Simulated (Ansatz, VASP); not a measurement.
## One calculation of As, two programs

File INCAR:

```
SYSTEM = As
PREC = Accurate
ENCUT = 500
EDIFF = 1E-6
ISMEAR = 0
SIGMA = 0.01
LREAL = .FALSE.
LASPH = .TRUE.
NELM = 120
ALGO = Normal
ISIF = 2
LWAVE = .FALSE.
LCHARG = .TRUE.
GGA = CA
LELF = .TRUE.
LVHAR = .TRUE.
NBANDS = 12
GGA_COMPAT = .FALSE.
```

File KPOINTS:

```
regular mesh
0
G
  10 10 10
  0 0 0
```

POSCAR

```
As
1.0
    1.8799878575      1.0854114956      3.3276505507
   -1.8799878575      1.0854114956      3.3276505507
    0.0000000000     -2.1708229912      3.3276505507
As
2
Direct
    0.7695128170      0.7695128170      0.7695128170
    0.2304871830      0.2304871830      0.2304871830
```

Input for Ansatz:

```yaml
crystal:
  lattice:
    - [1.8799878575, 1.0854114956, 3.3276505507]
    - [-1.8799878575, 1.0854114956, 3.3276505507]
    - [0.0, -2.1708229912, 3.3276505507]
  atoms:
    - { symbol: As, position: [0.769512817, 0.769512817, 0.769512817] }
    - { symbol: As, position: [0.230487183, 0.230487183, 0.230487183] }
hamiltonian:
  xc: lda
  pseudopotentials:
    kind: paw
    azcp:
      As: "pseudopotentials/As.paw.azcp"
basis:
  ecutwfc: 420
  fft_grid_basis: typed
kpoints:
  mp_grid: { grid: [10, 10, 10], shift: [0, 0, 0] }
magnetization:
  spin_polarized: false
scf:
  occupations: { method: gaussian, width: 0.01 }
  lower_state_search: "off"
output:
  stress: true
```

Alike in both runs: task single point; functional LDA; k mesh 10 × 10 × 10; occupations gaussian, width 0.01 eV; no spin polarisation.

|  | VASP | Ansatz |
| --- | --- | --- |
| version | VASP 6.6.1 | Ansatz 0.2.0 |
| potentials or method | VASP PAW LDA potentials, release 64 (As), cutoff 500 eV | plane waves (420 eV) with PAW, scalar-relativistic |
| valence electrons in the cell | 10 | 30 |

|  | VASP | Ansatz | Ansatz less VASP |
| --- | --- | --- | --- |
| pressure (GPa) | 0.5 | 0.0 | -0.46 |
| traceless stress, the component that is largest in VASP (GPa) | -0.18 | -0.07 | +0.113 |

Ansatz warns that its potentials were made for another functional, while VASP's fit it. LDA's correlation is that of Perdew and Zunger in VASP and of Perdew and Wang (1992) in Ansatz. VASP's potentials hold 10 valence electrons a cell and Ansatz's 30, so a difference there can come from the potentials and not from the codes.
